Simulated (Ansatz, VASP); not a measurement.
Two plane-wave programs on Ca

```xyz
1
Lattice="-2.2052 2.2052 2.2510 2.2052 -2.2052 2.2510 2.2052 2.2052 -2.2510" Properties=species:S:1:pos:R:3 pbc="T T T"
Ca    0.0000    0.0000    2.2510
```

Change from the starting cell: strain +0.000 along x and y, +0.025 along z, atoms carried along.

Alike in both runs: task single point; functional PBE; k mesh 16 × 16 × 16; occupations gaussian, width 0.15 eV; no spin polarisation.

|  | VASP | Ansatz |
| --- | --- | --- |
| version | VASP 6.6.1 | Ansatz 0.2.0 |
| potentials or method | VASP PAW PBE potentials, release 64 (Ca_sv), cutoff 520 eV | scalar-relativistic, plane waves, PAW |
| valence electrons in the cell | 10 | 10 |

```tsv
	VASP	Ansatz	Ansatz less VASP
gap on the k mesh at the Fermi level (eV)	none	none	-
pressure (GPa)	-0.6	-0.6	-0.01
```

A gap of «none» marks a metal or a gap that the smearing closes.
